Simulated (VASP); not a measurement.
Sn:

```xyz
2
Lattice="0.0000 3.2333 3.2333 3.2333 0.0000 3.2333 3.2333 3.2333 0.0000" Properties=species:S:1:pos:R:3 pbc="T T T"
Sn    0.0000    0.0000    0.0000
Sn    1.6167    1.6167    1.6167
```

This isn't the form of Sn at room conditions, which is tetragonal (white tin).

| Item | Value |
| --- | --- |
| Program | VASP 6.6.1 |
| Task | relaxation of cell and atoms |
| Functional | r2SCAN |
| Potentials or basis | VASP PAW PBE potentials, release 64 (Sn_d) |
| Cutoff | 600 eV |
| k mesh | 12 × 12 × 12 |
| Occupations | gaussian, width 0.1 eV |
| Spin | no spin polarisation |

At the start: pressure 2.2 GPa; volume 33.80 Å³/atom.

Task: Where does the relaxation end?

Result: Over 3 steps the energy falls by 10.5 meV/atom and the volume is 35.38 Å³/atom (+4.7 %); space group Fd-3m (No. 227, to 0.1 Å) before and after.

The path:
| step | energy change (eV) | largest force (eV/Å) | pressure (GPa) | volume (Å³) |
| --- | --- | --- | --- | --- |
| 1 | 0.0000 | 0.0000 | 2.22 | 67.61 |
| 2 | -0.0166 | 0.0000 | -0.87 | 72.30 |
| 3 | -0.0209 | 0.0000 | 0.00 | 70.76 |

Final structure:
```yaml
crystal:
  lattice:
    - [0.00000, 3.28289, 3.28289]
    - [3.28289, 0.00000, 3.28289]
    - [3.28289, 3.28289, 0.00000]
  atoms:
    - { symbol: Sn, position: [0.00000, 0.00000, 0.00000] }
    - { symbol: Sn, position: [0.25000, 0.25000, 0.25000] }
```

Caveat: the PAW data sets were made with another functional, which shifts forces and pressure a little.
